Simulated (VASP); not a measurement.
MgI2:

```
I Mg
1.0
     4.08405    0.00000    0.00000
    -2.04202    3.53689    0.00000
     0.00000    0.00000    6.78702
I Mg
2 1
Direct
  0.66667 0.33333 0.75000
  0.33333 0.66667 0.25000
  0.00000 0.00000 0.00000
```

Base run:

| Quantity | Value |
| --- | --- |
| Program | VASP 6.6.1 |
| Functional | PBE |
| Potentials or basis | VASP PAW PBE potentials, release 64 (I, Mg) |
| Cutoff | 520 eV |
| k mesh | 8 × 8 × 4 |
| Occupations | fermi-dirac, width 0.05 eV |
| Spin | no spin polarisation |

Its results: band gap on the k mesh 3.51 eV (least direct gap 3.80 eV); pressure 2.0 GPa; largest force 0.074 eV/Å.

The run is repeated on the same cell with these changes: functional from PBE to PBEsol. What comes out?

Band gap on the k mesh 3.45 eV (least direct gap 3.68 eV); pressure 0.4 GPa; largest force 0.119 eV/Å.

PBEsol binds more tightly than PBE, so the same cell stands under less pressure.

Caveats: spin-orbit coupling is left out, which moves the levels of the heavy elements; this functional lacks dispersion, which binds the layers, so the pressure and a relaxed spacing across them are unreliable; the PAW data sets were made with another functional, which shifts forces and pressure a little (at least some runs).

A k mesh can miss the band edges.
